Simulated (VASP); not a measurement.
**Hf: single point with r2SCAN**

Hf:

```
Hf
1.0
     0.00000    2.17628    2.17628
     2.17628    0.00000    2.17628
     2.17628    2.17628    0.00000
Hf
1
Direct
  0.00000 0.00000 0.00000
```

This isn't the form of Hf at room conditions, which is hcp.

```
Program             : VASP 6.6.1
Task                : single point
Functional          : r2SCAN
Potentials or basis : VASP PAW PBE potentials, release 64 (Hf_pv)
Cutoff              : 550 eV
k mesh              : 10 × 10 × 10
Occupations         : fermi-dirac, width 0.1 eV
Spin                : no spin polarisation
```

```
Pressure               : 9.5 GPa
Band gap on the k mesh : zero (bands 5 and 6 overlap by 2.02 eV)
```

Levels at points of the mesh, in eV from the Fermi level:
```tsv
k point	band 3	band 4	band 5	band 6	band 7	band 8
(0.00, 0.00, 0.00)	-30.80	-7.83	1.63	1.63	1.63	4.93
(0.50, 0.00, 0.00)	-30.94	-3.99	0.67	1.40	1.40	7.27
(0.50, 0.50, 0.00)	-31.19	-3.71	-2.50	2.93	7.35	7.94
```

Wall time 19 s on 1 thread of Intel(R) Xeon(R) Platinum 8488C (Sapphire Rapids), with other jobs on the host, peak memory 0.14 GiB.

Caveat: the cell stands under pressure; the PAW data sets were made with another functional, which shifts forces and pressure a little; spin-orbit coupling is left out, which moves the levels of the heavy elements.
